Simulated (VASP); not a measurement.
# HfH (Pm-3m) in VASP: a series of runs

HfH is run at these levels: PBE; tasks: single point, relaxation of cell and atoms.

All numbers are computed with VASP 6.6.1; they aren't measurements. Logs are shortened: lines on timing, memory, paths and dates and some standing lists are left out, and cuts for length are marked.

## 1. The cell of the first run

The structure is cubic, space group Pm-3m (No. 221). Conventional cell: a = 2.905 Å, b = 2.905 Å, c = 2.905 Å, α = 90.00°, β = 90.00°, γ = 90.00°. Hf (site symmetry m-3m) has 8 H at 2.52 Å and 6 Hf at 2.90 Å within 3.3 Å. H (site symmetry m-3m) has 8 Hf at 2.52 Å and 6 H at 2.90 Å within 3.3 Å.

The cell was built from a structure type or drawn by symmetry, and may not be a known phase.

## 2. Single point, PBE

File INCAR:

```
PREC = Accurate ; ENCUT = 520
EDIFF = 1E-7 ; ISMEAR = 0
SIGMA = 0.1 ; LREAL = False
LASPH = True ; NELM = 80
ALGO = Normal ; ISIF = 2
LWAVE = False ; LCHARG = False
GGA = PE ; NBANDS = 12
```

File KPOINTS:

```
Automatic mesh
0
Gamma
  18 18 18
```

File POSCAR:

```
HfH
1.0
    2.9047327431      0.0000000000      0.0000000000
    0.0000000000      2.9047327431      0.0000000000
    0.0000000000      0.0000000000      2.9047327431
Hf H
1 1
Direct
    0.0000000000      0.0000000000      0.0000000000
    0.5000000000      0.5000000000      0.5000000000
```

Potentials or basis: VASP PAW PBE potentials, release 64 (Hf_pv, H).

Command:

```sh
cat potpaw_PBE.64/Hf_pv/POTCAR potpaw_PBE.64/H/POTCAR > POTCAR
mpirun -np 1 vasp_std > vasp.out
```

OUTCAR:

```text
PREC = Accurate
   ENCUT = 520
   EDIFF = 1E-7
   ISMEAR = 0
   LREAL = False
   LASPH = True
   NELM = 80
   ISIF = 2
   GGA = PE

 ion  position               nearest neighbor table
   1  0.000  0.000  0.000-
   2  0.500  0.500  0.500-

  LATTYP: Found a simple cubic cell.
 ALAT       =     2.9047327431

  Lattice vectors:

 A1 = (   2.9047327431,   0.0000000000,   0.0000000000)
 A2 = (   0.0000000000,   2.9047327431,   0.0000000000)
 A3 = (   0.0000000000,   0.0000000000,   2.9047327431)

Analysis of symmetry for initial positions (statically):
=====================================================================
 Subroutine PRICEL returns:
 Original cell was already a primitive cell.

 Routine SETGRP: Setting up the symmetry group for a
 simple cubic supercell.

 Subroutine GETGRP returns: Found 48 space group operations
 (whereof 48 operations were pure point group operations)
 out of a pool of 48 trial point group operations.

The static configuration has the point symmetry O_h .

Analysis of symmetry for dynamics (positions and initial velocities):
=====================================================================
 Subroutine PRICEL returns:
 Original cell was already a primitive cell.

 Routine SETGRP: Setting up the symmetry group for a
 simple cubic supercell.

 Subroutine GETGRP returns: Found 48 space group operations
 (whereof 48 operations were pure point group operations)
 out of a pool of 48 trial point group operations.

The dynamic configuration has the point symmetry O_h .

 Subroutine INISYM returns: Found 48 space group operations
 (whereof 48 operations are pure point group operations),
 and found     1 'primitive' translations

----------------------------------------------------------------------------------------

                                     Primitive cell

  volume of cell :      24.5086

  direct lattice vectors                    reciprocal lattice vectors
     2.904732743  0.000000000  0.000000000     0.344265751  0.000000000  0.000000000
     0.000000000  2.904732743  0.000000000     0.000000000  0.344265751  0.000000000
     0.000000000  0.000000000  2.904732743     0.000000000  0.000000000  0.344265751

  length of vectors
     2.904732743  2.904732743  2.904732743     0.344265751  0.344265751  0.344265751

  position of ions in fractional coordinates (direct lattice)
     0.000000000  0.000000000  0.000000000
     0.500000000  0.500000000  0.500000000

  ion indices of the primitive-cell ions
   primitive index   ion index
                 1           1
                 2           2

----------------------------------------------------------------------------------------

 KPOINTS: Automatic mesh

Automatic generation of k-mesh.
 Grid dimensions read from file:
 generate k-points for:   18   18   18

 Generating k-lattice:

  Cartesian coordinates                     Fractional coordinates (reciprocal lattice)
     0.019125875  0.000000000  0.000000000     0.055555556  0.000000000  0.000000000
     0.000000000  0.019125875  0.000000000     0.000000000  0.055555556  0.000000000
     0.000000000  0.000000000  0.019125875     0.000000000  0.000000000  0.055555556

  Length of vectors
     0.019125875  0.019125875  0.019125875

  Shift w.r.t. Gamma in fractional coordinates (k-lattice)
     0.000000000  0.000000000  0.000000000

 Subroutine IBZKPT returns following result:
 ===========================================

 Found    220 irreducible k-points:

 Following reciprocal coordinates:
            Coordinates               Weight
  0.000000  0.000000  0.000000      1.000000
  0.055556  0.000000  0.000000      6.000000
  0.111111  0.000000  0.000000      6.000000
  0.166667  0.000000  0.000000      6.000000
  0.222222  0.000000  0.000000      6.000000
  0.277778  0.000000  0.000000      6.000000
[... 16 lines left out ...]
  0.277778  0.111111  0.000000     24.000000
  0.333333  0.111111  0.000000     24.000000
 [... further k-points ...]
   k-points           NKPTS =    220   k-points in BZ     NKDIM =    220   number of bands    NBANDS=     12
   number of dos      NEDOS =    301   number of ions     NIONS =      2
   total plane-waves  NPLWV =  13824
   dimension x,y,z NGX =    24 NGY =   24 NGZ =   24
   dimension x,y,z NGXF=    48 NGYF=   48 NGZF=   48
   ions per type =               1   1
   NGX,Y,Z   is equivalent  to a cutoff of  13.74, 13.74, 13.74 a.u.
   NGXF,Y,Z  is equivalent  to a cutoff of  27.47, 27.47, 27.47 a.u.
 SYSTEM =  unknown system
   PREC   = accura    normal or accurate (medium, high low for compatibility)
   ISTART =      0    job   : 0-new  1-cont  2-samecut
   ICHARG =      2    charge: 1-file 2-atom 10-const
   ISPIN  =      1    spin polarized calculation?
   LNONCOLLINEAR =      F non collinear calculations
   LSORBIT =      F    spin-orbit coupling
   LASPH  =      T    aspherical Exc in radial PAW
   ENCUT  =  520.0 eV  38.22 Ry    6.18 a.u.   5.40  5.40  5.40*2*pi/ulx,y,z
   NELM   =     80;   NELMIN=  2; NELMDL= -5     # of ELM steps
   EDIFF  = 0.1E-06   stopping-criterion for ELM
   LREAL  =      F    real-space projection
   EDIFFG = 0.1E-05   stopping-criterion for IOM
   NSW    =      0    number of steps for IOM
   IBRION =     -1    ionic relax: 0-MD 1-quasi-New 2-CG
   NFREE  =      0    steps in history (QN), initial steepest desc. (CG)
   ISIF   =      2    stress and relaxation
   ISYM   =      2    0-nonsym 1-usesym 2-fastsym
   POTIM  = 0.5000    time-step for ionic-motion
   TEBEG  =    0.0;   TEEND  =   0.0 temperature during run
   PSTRESS=    0.0 pullay stress
   NELECT =      11.0000    total number of electrons
   NUPDOWN=      -1.0000    fix difference up-down
   EMIN   =  10.00;   EMAX   =-10.00  energy-range for DOS
   EFERMI =   0.00;   METHOD = LEGACY
   ISMEAR =     0;   SIGMA  =   0.10  broadening in eV -4-tet -1-fermi 0-gaus
   EFERMI_NEDOS =   21; number of points for ismear=-14 and -15
   IALGO  =     38    algorithm
   IMIX   =      4    mixing-type and parameters
     AMIX     =   0.40;   BMIX     =  1.00
     AMIX_MAG =   1.60;   BMIX_MAG =  1.00
  volume/ion in A,a.u.               =      12.25        82.70
  Fermi-wavevector in a.u.,A,eV,Ry     =   1.253428  2.368636 21.375880  1.571083
  Thomas-Fermi vector in A             =   2.387282
   LORBIT       =      0    0 simple, 1 ext, 2 COOP (PROOUT), +10 PAW based schemes
   GGA     = PE    functional components
   LHFCALC =     F    Hartree Fock is set to
   AEXX    =    0.0000 exact exchange contribution
   IVDW    =     0    specifies the selected vdW correction
   LEPSILON=     F    determine dielectric tensor
   LRPA    =     F    only Hartree local field effects (RPA)
 non-spin polarized calculation
 Gauss-broadening in eV      SIGMA  =   0.10
  energy-cutoff  :      520.00
  volume of cell :       24.51
 maximum number of plane-waves:       691
 NGX is ok and might be reduce to    24
   NGX = 11   NGY = 11   NGZ = 11

 number of electron      11.0000003 magnetization

 Free energy of the ion-electron system (eV)
  ---------------------------------------------------
  ext. energy  EPLUGINS =         0.00000000
  ---------------------------------------------------
  free energy    TOTEN  =       -12.56583154 eV

  energy without entropy =      -12.56159552  energy(sigma->0) =      -12.56371353

 E-fermi :   4.9443     XC(G=0): -11.3607

 val. band max:        4.9435969699   @ k =   0.2222   0.2222   0.0556
 cond. band min:       4.9608005916   @ k =   0.3889   0.3333   0.2222
 fundamental gap:      0.0172036217
 Fermi energy:         4.9443252073

 k-point     1 :       0.0000    0.0000    0.0000
  band No.  band energies     occupation
      1     -25.1147      2.00000
      2     -25.1147      2.00000
      3     -25.1147      2.00000
      4      -4.4940      2.00000
      5       3.1723      2.00000
      6       3.1723      2.00000
      7      11.2007      0.00000
      8      11.2007      0.00000
      9      11.2007      0.00000
     10      11.7002      0.00000
     11      15.9921      0.00000
     12      15.9921      0.00000

 k-point     2 :       0.0556    0.0000    0.0000
  band No.  band energies     occupation
      1     -25.1466      2.00000
      2     -25.1120      2.00000
      3     -25.1120      2.00000
      4      -4.4183      2.00000
      5       3.1980      2.00000
      6       3.2421      2.00000
      7      10.9848      0.00000
      8      10.9848      0.00000
      9      11.2127      0.00000
     10      11.4165      0.00000
     11      16.2271      0.00000
     12      16.2441      0.00000

 k-point     3 :       0.1111    0.0000    0.0000
  band No.  band energies     occupation
      1     -25.2377      2.00000
      2     -25.1043      2.00000
      3     -25.1043      2.00000
      4      -4.1968      2.00000
      5       3.2731      2.00000
      6       3.4255      2.00000
      7      10.4548      0.00000
      8      10.4548      0.00000
      9      10.7764      0.00000
     10      11.2474      0.00000
     11      16.7442      0.00000
     12      16.8811      0.00000
[... 286 lines left out ...]
 k-point    23 :       0.2778    0.1111    0.0000
  band No.  band energies     occupation
      1     -25.6948      2.00000
      2     -25.1806      2.00000
      3     -25.0525      2.00000
      4      -2.5902      2.00000
      5       3.5225      2.00000
      6       4.0689      2.00000
      7       7.7594      0.00000
      8       8.6379      0.00000
      9      10.5646      0.00000
     10      10.8645      0.00000
     11      16.1734      0.00000
     12      18.0394      0.00000

 k-point    24 :       0.3333    0.1111    0.0000
  band No.  band energies     occupation
      1     -25.8496      2.00000
      2     -25.1648      2.00000
      3     -25.0380      2.00000
      4      -1.9914      2.00000
      5       3.0242      2.00000
      6       4.1824      2.00000
      7       7.6625      0.00000
      8       8.1674      0.00000
      9      10.9486      0.00000
     10      10.9761      0.00000
     11      16.3651      0.00000
     12      18.0378      0.00000

 [... further k-points ...]

------------------------ aborting loop because EDIFF is reached ----------------------------------------

  FORCE on cell =-STRESS in cart. coord.  units (eV):
  Direction    XX          YY          ZZ          XY          YZ          ZX
  --------------------------------------------------------------------------------------
  -------------------------------------------------------------------------------------
  Total       -0.0816155     -0.0816155     -0.0816155     -0.0000000     -0.0000000      0.0000000
  in kB       -5.3353712     -5.3353712     -5.3353712     -0.0000000     -0.0000000      0.0000000
  external PRESSURE =      -5.3353712 kB  Pullay stress =       0.0000000 kB

 VOLUME and BASIS-vectors are now :
 -----------------------------------------------------------------------------
  energy-cutoff  :      520.00
  volume of cell :       24.51
      direct lattice vectors                 reciprocal lattice vectors
     2.904732743  0.000000000  0.000000000     0.344265751  0.000000000  0.000000000
     0.000000000  2.904732743  0.000000000     0.000000000  0.344265751  0.000000000
     0.000000000  0.000000000  2.904732743     0.000000000  0.000000000  0.344265751

 POSITION                                       TOTAL-FORCE (eV/Angst)
 -----------------------------------------------------------------------------------
      0.00000      0.00000      0.00000         0.000000      0.000000      0.000000
      1.45237      1.45237      1.45237         0.000000      0.000000      0.000000
 -----------------------------------------------------------------------------------
    total drift:                                0.000000      0.000000      0.000000

  FREE ENERGIE OF THE ION-ELECTRON SYSTEM (eV)
  ---------------------------------------------------
  free  energy   TOTEN  =       -12.5658315439 eV

  energy  without entropy=      -12.5615955155  energy(sigma->0) =      -12.56371353
```

Wall time 35 s (1 thread of Intel Xeon Platinum 8259CL at 2.50GHz (Skylake/Cascade Lake), shared host); peak memory 0.19 GiB.

What came out:

```
Free energy            : -12.5658 eV
Pressure               : -0.5 GPa
Band gap on the k mesh : zero (an odd number of electrons rules out a gap without spin polarisation)
```

Caveat: spin-orbit coupling is left out, which moves the levels of the heavy elements.

## 3. Relaxation of cell and atoms, PBE

This run uses another cell than the first one, of 12.44 Å³/atom.

File INCAR:

```
PREC = Accurate ; ENCUT = 600
EDIFF = 1E-7 ; ISMEAR = 0
SIGMA = 0.1 ; LREAL = False
LASPH = True ; NELM = 60
ALGO = Normal ; ISIF = 3
LWAVE = False ; LCHARG = False
GGA = PE ; IBRION = 2
NSW = 100 ; EDIFFG = -0.01
```

KPOINTS is that of step 2.

File POSCAR:

```
HfH
1.0
    2.9193206793      0.0000000000      0.0000000000
    0.0000000000      2.9193206793      0.0000000000
    0.0000000000      0.0000000000      2.9193206793
Hf H
1 1
Direct
    0.0000000000      0.0000000000      0.0000000000
    0.5000000000      0.5000000000      0.5000000000
```

Potentials or basis: VASP PAW PBE potentials, release 64 (Hf_pv, H).

Command:

```sh
cat potpaw_PBE.64/Hf_pv/POTCAR potpaw_PBE.64/H/POTCAR > POTCAR
mpirun -np 1 vasp_std > vasp.out
```

OUTCAR:

```text
PREC = Accurate
   ENCUT = 600
   EDIFF = 1E-7
   ISMEAR = 0
   LREAL = False
   LASPH = True
   NELM = 60
   ISIF = 3
   GGA = PE
   IBRION = 2
   NSW = 100
   EDIFFG = -0.01

 ion  position               nearest neighbor table
   1  0.000  0.000  0.000-
   2  0.500  0.500  0.500-

  LATTYP: Found a simple cubic cell.
 ALAT       =     2.9193206793

  Lattice vectors:

 A1 = (   2.9193206793,   0.0000000000,   0.0000000000)
 A2 = (   0.0000000000,   2.9193206793,   0.0000000000)
 A3 = (   0.0000000000,   0.0000000000,   2.9193206793)

Analysis of symmetry for initial positions (statically):
=====================================================================
 Subroutine PRICEL returns:
 Original cell was already a primitive cell.

 Routine SETGRP: Setting up the symmetry group for a
 simple cubic supercell.
[... 257 lines left out ...]

 k-point     1 :       0.0000    0.0000    0.0000
  band No.  band energies     occupation
      1     -25.0685      2.00000
      2     -25.0685      2.00000
      3     -25.0685      2.00000
      4      -4.4871      2.00000
      5       3.1919      2.00000
      6       3.1919      2.00000
      7      11.2637      0.00000
      8      11.2637      0.00000
      9      11.2638      0.00000
[... 265 lines left out ...]
 k-point    24 :       0.3333    0.1111    0.0000
  band No.  band energies     occupation
      1     -25.8141      2.00000
      2     -25.1194      2.00000
      3     -24.9907      2.00000
      4      -1.9750      2.00000
      5       3.0535      2.00000
      6       4.2087      2.00000
      7       7.7039      0.00000
      8       8.2102      0.00000
      9      11.0400      0.00000

 [... further k-points ...]

------------------------ aborting loop because EDIFF is reached ----------------------------------------

  FORCE on cell =-STRESS in cart. coord.  units (eV):
  Direction    XX          YY          ZZ          XY          YZ          ZX
  --------------------------------------------------------------------------------------
  -------------------------------------------------------------------------------------
  Total        0.0010712      0.0010712      0.0010712      0.0000000     -0.0000000      0.0000000
  in kB        0.0703470      0.0703470      0.0703470      0.0000000     -0.0000000      0.0000000
  external PRESSURE =       0.0703470 kB  Pullay stress =       0.0000000 kB
[... 17 lines left out ...]
  FREE ENERGIE OF THE ION-ELECTRON SYSTEM (eV)
  ---------------------------------------------------
  free  energy   TOTEN  =       -12.5666988980 eV

  energy  without entropy=      -12.5624925858  energy(sigma->0) =      -12.56459574

 reached required accuracy - stopping structural energy minimisation
```

CONTCAR:

```text
HfH
   1.00000000000000
     2.9003019757175710    0.0000000000000000    0.0000000000000000
     0.0000000000000000    2.9003019757175710   -0.0000000000000000
    -0.0000000000000000   -0.0000000000000000    2.9003019757175710
  Hf              H
     1     1
Direct
     0.0000000000000000    0.0000000000000000    0.0000000000000000
     0.5000000000000000    0.5000000000000000    0.5000000000000000

  0.00000000E+00  0.00000000E+00  0.00000000E+00
  0.00000000E+00  0.00000000E+00  0.00000000E+00
```

Wall time 60 s (1 thread of Intel Xeon Platinum 8259CL at 2.50GHz (Skylake/Cascade Lake), shared host); peak memory 0.2 GiB.

Results:

* Free energy: -12.5667 eV
* Relaxed volume: 12.20 Å³/atom
* Relaxed cell: a = 2.900 Å, b = 2.900 Å, c = 2.900 Å, α = 90.00°, β = 90.00°, γ = 90.00°
* Space group after relaxing (to 0.1 Å): Pm-3m (No. 221)
* Energy gained by relaxing: 1.6 meV/atom
* Ionic steps: 3
* Pressure after relaxing: 0.0 GPa
* Band gap on the k mesh: zero (an odd number of electrons rules out a gap without spin polarisation)

Step by step:
| step | energy change (eV) | largest force (eV/Å) | pressure (GPa) | volume (Å³) |
| --- | --- | --- | --- | --- |
| 1 | 0.0000 | 0.0000 | -2.02 | 24.88 |
| 2 | -0.0030 | 0.0000 | 0.35 | 24.32 |
| 3 | -0.0031 | 0.0000 | 0.01 | 24.40 |

Final structure:
```cif
data_structure
_symmetry_space_group_name_H-M 'P 1'
_symmetry_Int_Tables_number 1
_cell_length_a 2.9003
_cell_length_b 2.9003
_cell_length_c 2.9003
_cell_angle_alpha 90.000
_cell_angle_beta 90.000
_cell_angle_gamma 90.000
_cell_volume 24.40
loop_
_atom_site_label
_atom_site_type_symbol
_atom_site_fract_x
_atom_site_fract_y
_atom_site_fract_z
_atom_site_occupancy
Hf1 Hf 0.00000 0.00000 0.00000 1
H1 H 0.50000 0.50000 0.50000 1
```

Caveat: spin-orbit coupling is left out, which moves the levels of the heavy elements.
